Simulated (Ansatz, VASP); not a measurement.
# One calculation of Rh, two programs

```
CELL_PARAMETERS angstrom
1.50865 -4.78574 0.00000
1.50865 4.78574 0.00000
0.00000 0.00000 3.99268
ATOMIC_POSITIONS crystal
Rh 0.09800 0.90200 0.91000
Rh 0.59800 0.40200 0.59000
Rh 0.90200 0.09800 0.09000
Rh 0.40200 0.59800 0.41000
```

Alike in both runs: task single point; functional r2SCAN; k mesh 6 × 6 × 4; occupations gaussian, width 0.1 eV; no spin polarisation.

|  | VASP | Ansatz |
| --- | --- | --- |
| version | VASP 6.6.1 | Ansatz 0.2.0 |
| potentials or method | VASP PAW PBE potentials, release 64 (Rh_pv), cutoff 520 eV | scalar-relativistic, plane waves, PAW |
| valence electrons in the cell | 60 | 68 |

|  | VASP | Ansatz | Ansatz less VASP |
| --- | --- | --- | --- |
| gap on the k mesh at the Fermi level (eV) | none | none | - |
| rms of the force components (eV/Å) | 10.987 | 10.495 | -0.4912 |

VASP's potentials were made for PBE, not for r2SCAN. Atom by atom the forces differ by 0.491 eV/Å (rms over components). A gap of «none» marks a metal or a gap that the smearing closes. The functional is the same, so the differences come from potentials, cutoffs and numerics. VASP's potentials hold 60 valence electrons a cell and Ansatz's 68, so a difference there can come from the potentials and not from the codes.

The k mesh is coarse, so the values compare programs but aren't converged.
